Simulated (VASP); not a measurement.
Ru:

```
Ru
1.0
     2.72003    0.00000    0.00000
    -1.36001    2.35561    0.00000
     0.00000    0.00000    4.29677
Ru
2
Direct
  0.33333 0.66667 0.25000
  0.66667 0.33333 0.75000
```

```yaml
Program: VASP 6.6.1
Task: relaxation of cell and atoms
Functional: PBEsol
Potentials_or_basis: VASP PAW PBE potentials, release 64 (Ru_pv)
Cutoff: 600 eV
k_mesh: 18 × 18 × 10
Occupations: gaussian, width 0.1 eV
Spin: no spin polarisation
```

At the start: pressure -10.7 GPa; volume 13.77 Å³/atom.

**Question.** How do energy, volume and symmetry change on relaxing?

**Answer.** Over 9 steps the energy falls by 15.5 meV/atom and the volume is 13.32 Å³/atom (-3.3 %); space group P6_3/mmc (No. 194, to 0.05 Å).

Step by step:
| step | energy change (eV) | largest force (eV/Å) | pressure (GPa) | volume (Å³) |
| --- | --- | --- | --- | --- |
| 1 | 0.0000 | 0.0000 | -10.71 | 27.53 |
| 2 | 0.3095 | 0.0000 | 46.15 | 24.03 |
| 3 | -0.0309 | 0.0000 | -0.48 | 26.67 |
| 4 | -0.0310 | 0.0000 | -0.09 | 26.64 |
| 5 | -0.0310 | 0.0000 | 0.12 | 26.62 |
| 6 | -0.0310 | 0.0000 | 0.20 | 26.62 |
| 7 | -0.0310 | 0.0000 | 0.15 | 26.62 |
| 8 | -0.0310 | 0.0000 | -0.36 | 26.66 |
| 9 | -0.0310 | 0.0000 | -0.02 | 26.63 |

Final structure:
```yaml
crystal:
  lattice:
    - [2.68926, 0.00000, 0.00000]
    - [-1.34463, 2.32897, 0.00000]
    - [0.00000, 0.00000, 4.25208]
  atoms:
    - { symbol: Ru, position: [0.33333, 0.66667, 0.25000] }
    - { symbol: Ru, position: [0.66667, 0.33333, 0.75000] }
```

Caveat: the PAW data sets were made with another functional, which shifts forces and pressure a little.
